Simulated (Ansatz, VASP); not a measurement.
## One calculation of MgO, two programs

```
Mg O
1.0
     0.00000    2.03069    2.10217
     2.03069    0.00000    2.10217
     2.03069    2.03069    0.00000
Mg O
1 1
Direct
  0.00000 0.00000 0.00000
  0.50000 0.50000 0.50000
```

Change from the starting cell: biaxial_xy strain -3.4%.

Alike in both runs: task single point; functional PBE; k mesh 10 × 10 × 10; occupations fermi-dirac, width 0.02 eV; no spin polarisation.

|  | VASP | Ansatz |
| --- | --- | --- |
| version | VASP 6.6.1 | Ansatz 0.2.0 |
| potentials or method | VASP PAW PBE potentials, release 64 (Mg, O) | plane waves, PAW |
| plane-wave cutoff (eV) | 520 | 420 |
| valence electrons in the cell | 8 | 16 |

Ansatz gave:

| Item | Value |
| --- | --- |
| gap on the k mesh at the Fermi level (eV) | 5.45 |
| pressure (GPa) | 19.7 |
| traceless stress, the component that is largest in VASP (GPa) | -6.88 |

Task: Estimate VASP's values.

Result: gap on the k mesh at the Fermi level (eV): 5.44; pressure (GPa): 19.1; traceless stress, the component that is largest in VASP (GPa): -6.94.

VASP's potentials hold 8 valence electrons a cell and Ansatz's 16, so a difference there can come from the potentials and not from the codes.
